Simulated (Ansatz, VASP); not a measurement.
## BiTe: VASP beside Ansatz

INCAR

```
SYSTEM = BiTe
PREC     = Accurate       ! precision mode
ENCUT    = 520            ! plane-wave cutoff, eV
EDIFF    = 1E-6           ! SCF threshold, eV
ISMEAR   = 0              ! smearing method
SIGMA    = 0.15           ! smearing width, eV
LREAL    = .FALSE.        ! projectors in reciprocal space
LASPH    = .TRUE.         ! aspherical terms in the spheres
NELM     = 60             ! most SCF steps
ALGO     = Normal         ! electronic algorithm
ISIF     = 2              ! what is computed and relaxed
LWAVE    = .FALSE.        ! write WAVECAR
LCHARG   = .TRUE.         ! write CHGCAR
GGA      = PE             ! functional
LELF     = .TRUE.         ! ELF
LVHAR    = .TRUE.       
NBANDS   = 18             ! bands
```

The input KPOINTS:

```
regular mesh
0
G
  14 14 14
  0 0 0
```

Contents of POSCAR:

```
BiTe
1.0
    0.0000000000      3.6313475271      2.5673627017
    3.6313475271      0.0000000000      2.5673627017
    3.6313475271      3.6313475271      0.0000000000
Bi Te
1 1
Direct
    0.0000000000      0.0000000000      0.0000000000
    0.5000000000      0.5000000000      0.5000000000
```

Input for Ansatz:

```yaml
crystal:
  lattice:
    - [0.0, 3.6313475271, 2.5673627017]
    - [3.6313475271, 0.0, 2.5673627017]
    - [3.6313475271, 3.6313475271, 0.0]
  atoms:
    - { symbol: Bi, position: [0.0, 0.0, 0.0] }
    - { symbol: Te, position: [0.5, 0.5, 0.5] }
basis:
  ecutwfc: 420
kpoints:
  mp_grid: { grid: [14, 14, 14] }
hamiltonian:
  xc: pbe
scf:
  occupations: { method: gaussian, width: 0.15 }
output:
  forces: true
  stress: true
  eigenvalues: true
```

Alike in both runs: task single point; functional PBE; k mesh 14 × 14 × 14; occupations gaussian, width 0.15 eV; no spin polarisation.

|  | VASP | Ansatz |
| --- | --- | --- |
| version | VASP 6.6.1 | Ansatz 0.2.0 |
| potentials or method | VASP PAW PBE potentials, release 64 (Bi_d, Te), cutoff 520 eV | scalar-relativistic, plane waves, PAW |
| valence electrons in the cell | 21 | 31 |

Ansatz gave:

- gap on the k mesh at the Fermi level (eV): none
- pressure (GPa): 16.8
- traceless stress, the component that is largest in VASP (GPa): 34.60

Task: What did VASP give for the same quantities?

Result: gap on the k mesh at the Fermi level (eV): none; pressure (GPa): 16.7; traceless stress, the component that is largest in VASP (GPa): 34.33.

A gap of «none» marks a metal or a gap that the smearing closes. The functional is the same, so the differences come from potentials, cutoffs and numerics. VASP's potentials hold 21 valence electrons a cell and Ansatz's 31, so a difference there can come from the potentials and not from the codes.

Spin-orbit coupling is off throughout.
